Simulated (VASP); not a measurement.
Wanted: the native input for a VASP 6.6.1 run.

| Quantity | Value |
| --- | --- |
| Task | single point |
| Functional | r2SCAN |
| Potentials or basis | VASP PAW PBE potentials, release 64 (Sr_sv, Ti_sv, O) |
| Cutoff | 520 eV |
| k mesh | 8 × 8 × 8 |
| Occupations | gaussian, width 0.02 eV |
| Spin | no spin polarisation |
| Dipole correction | no |
| Further INCAR settings | ALGO = Normal; EDIFF = 1e-06; NBANDS = 28 |

Crystal: SrTiO3 (Tausonite).

```
Sr Ti O
1.0
     3.82709    0.00000    0.00000
     0.00000    3.82709    0.00000
     0.00000    0.00000    3.82709
Sr Ti O
1 1 3
Cartesian
  1.9135 1.9135 1.9135
  0.0000 0.0000 0.0000
  1.9135 0.0000 0.0000
  0.0000 1.9135 0.0000
  0.0000 0.0000 1.9135
```

This cell differs from its parent crystal: volume scaled by 0.94.

One way to write it, as run:

POSCAR

```
SrTiO3
1.0
    3.8270922674      0.0000000000      0.0000000000
    0.0000000000      3.8270922674      0.0000000000
    0.0000000000      0.0000000000      3.8270922674
Sr Ti O
1 1 3
Direct
    0.5000000000      0.5000000000      0.5000000000
    0.0000000000      0.0000000000      0.0000000000
    0.5000000000      0.0000000000      0.0000000000
    0.0000000000      0.5000000000      0.0000000000
    0.0000000000      0.0000000000      0.5000000000
```

INCAR.step1

```
PREC = Accurate
ENCUT = 520
ISMEAR = 0
SIGMA = 0.02
LREAL = False
LASPH = True
NELM = 60
NBANDS = 28
GGA = PE
ALGO = Normal
EDIFF = 1E-4
LWAVE = True
LCHARG = False
```

INCAR.step2

```
PREC = Accurate
ENCUT = 520
EDIFF = 1E-6
ISMEAR = 0
SIGMA = 0.02
LREAL = False
LASPH = True
NELM = 60
ALGO = Normal
ISIF = 2
LWAVE = False
LCHARG = False
METAGGA = R2SCAN
LMIXTAU = True
NBANDS = 28
ISTART = 1
```

KPOINTS

```
regular mesh
0
Gamma
  8 8 8
```

Potentials or basis: VASP PAW PBE potentials, release 64 (Sr_sv, Ti_sv, O).

Launch:

```bash
$ cat potpaw_PBE.64/Sr_sv/POTCAR potpaw_PBE.64/Ti_sv/POTCAR potpaw_PBE.64/O/POTCAR > POTCAR
$ cp INCAR.step1 INCAR
$ mpirun -np 1 vasp_std > vasp.out
$ cp INCAR.step2 INCAR
$ mpirun -np 1 vasp_std > vasp.out
```

Results of the run:

| Item | Value |
| --- | --- |
| Pressure | 14.5 GPa |
| Band gap on the k mesh | 2.41 eV, indirect (least direct gap 2.75 eV) |

Caveat: the PAW data sets were made with another functional, which shifts forces and pressure a little.

Run time: 90 s on 1 thread of Intel(R) Xeon(R) 6975P-C (Granite Rapids), with other jobs on the host, peak memory 0.19 GiB.
